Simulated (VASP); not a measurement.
Write the native input for VASP 6.6.1 that does the following.

| Quantity | Value |
| --- | --- |
| Task | single point |
| Functional | PBE |
| Potentials or basis | VASP PAW PBE potentials, release 64 (Mn_pv, Ag, C, N) |
| Cutoff | 520 eV |
| k mesh | 4 × 4 × 4 |
| Occupations | gaussian, width 0.1 eV |
| Spin | collinear spin, ferromagnetic start |
| Starting moments | [4.0, 0.0, 0.0, 0.0, 0.0, 0.0, 0.0, 0.0, 0.0, 0.0, 0.0, 0.0, 0.0, 0.0] μB |
| Dipole correction | no |
| Further INCAR settings | ALGO = Normal; EDIFF = 1e-06; NBANDS = 56 |

The structure of MnAgC6N6 lies in POSCAR:

```
MnAgC6N6
1.0
    0.0000000000      5.2280000000      5.2280000000
    5.2280000000      0.0000000000      5.2280000000
    5.2280000000      5.2280000000      0.0000000000
Mn Ag C N
1 1 6 6
Direct
    0.0000000000      0.0000000000      0.0000000000
    0.5000000000      0.5000000000      0.5000000000
    0.8146518700      0.1853481300      0.1853481300
    0.1853481300      0.8146518700      0.1853481300
    0.1853481300      0.1853481300      0.8146518700
    0.1853481300      0.8146518700      0.8146518700
    0.8146518700      0.1853481300      0.8146518700
    0.8146518700      0.8146518700      0.1853481300
    0.7027544000      0.2972456000      0.2972456000
    0.2972456000      0.7027544000      0.2972456000
    0.2972456000      0.2972456000      0.7027544000
    0.2972456000      0.7027544000      0.7027544000
    0.7027544000      0.2972456000      0.7027544000
    0.7027544000      0.7027544000      0.2972456000
```

One way to write it, as run:

INCAR

```
SYSTEM = MnAgC6N6
PREC = Accurate
ENCUT = 520
EDIFF = 1E-6
ISMEAR = 0
SIGMA = 0.1
LREAL = .FALSE.
LASPH = .TRUE.
NELM = 150
ALGO = Normal
ISIF = 2
LWAVE = .FALSE.
LCHARG = .FALSE.
ISPIN = 2
MAGMOM = 4 0 0 0 0 0 0 0 0 0 0 0 0 0
LORBIT = 11
LMAXMIX = 4
GGA = PE
NBANDS = 56
```

KPOINTS

```
Automatic mesh
0
G
  4 4 4
  0 0 0
```

Potentials or basis: VASP PAW PBE potentials, release 64 (Mn_pv, Ag, C, N).

Command:

```bash
$ cat potpaw_PBE.64/Mn_pv/POTCAR potpaw_PBE.64/Ag/POTCAR potpaw_PBE.64/C/POTCAR potpaw_PBE.64/N/POTCAR > POTCAR
$ mpirun -np 1 vasp_std > vasp.out
```

It gave:

* Pressure: 3.1 GPa
* Largest force: 0.895 eV/Å
* Band gap on the k mesh: zero (filled and empty bands overlap)
* Net moment: 4.00 μB per cell
* Site moments: Mn +2.17; Ag +0.76; C -0.03; N +0.17 μB
* Valence electrons inside the program's atomic spheres: Mn 12.08; Ag 9.81; C 2.59; N 3.87

Caveat: a cell with one magnetic atom can't hold antiferromagnetic order, which such compounds often take.

Wall time 10 min on 1 thread of Intel Xeon 6975P-C, with other jobs on the host, peak memory 0.68 GiB.
